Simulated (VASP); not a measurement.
Here is a VASP 6.6.1 calculation.

Contents of INCAR:

```
SYSTEM = NiPt
ALGO = Normal ; EDIFF = 1E-6
ENCUT = 520 ; GGA = PS
ISIF = 2 ; ISMEAR = 0
ISPIN = 2 ; LASPH = .TRUE.
LCHARG = .FALSE. ; LMAXMIX = 4
LORBIT = 11 ; LREAL = .FALSE.
LWAVE = .FALSE. ; MAGMOM = 0.77 0.36
NBANDS = 21 ; NELM = 150
PREC = Accurate ; SIGMA = 0.1
```

Contents of KPOINTS:

```
k-points
0
G
  16 16 12
  0 0 0
```

The input POSCAR:

```
NiPt
1.0
    2.6801232850      0.0000000000      0.0000000000
    0.0000000000      2.6801232850      0.0000000000
    0.0000000000      0.0000000000      3.5037341696
Ni Pt
1 1
Direct
    0.5000000000      0.5000000000      0.5000000000
    0.0000000000      0.0000000000      0.0000000000
```

Potentials or basis: VASP PAW PBE potentials, release 64 (Ni, Pt).

The run is started by

```console
$ cat potpaw_PBE.64/Ni/POTCAR potpaw_PBE.64/Pt/POTCAR > POTCAR
$ mpirun -np 1 vasp_std > vasp.out
```

What does it give for the site moments?

Ni +0.60; Pt +0.30 μB.

Predict the net moment.

0.89 μB per cell.

Stress tensor (GPa, compression positive):
```
3.80 0.00 0.00
0.00 3.80 0.00
0.00 0.00 5.91
```

Caveat: the cell differs from its parent crystal (strain along c alone, the other axes held: -2.0 %); the cell stands under pressure; the PAW data sets were made with another functional, which shifts forces and pressure a little.
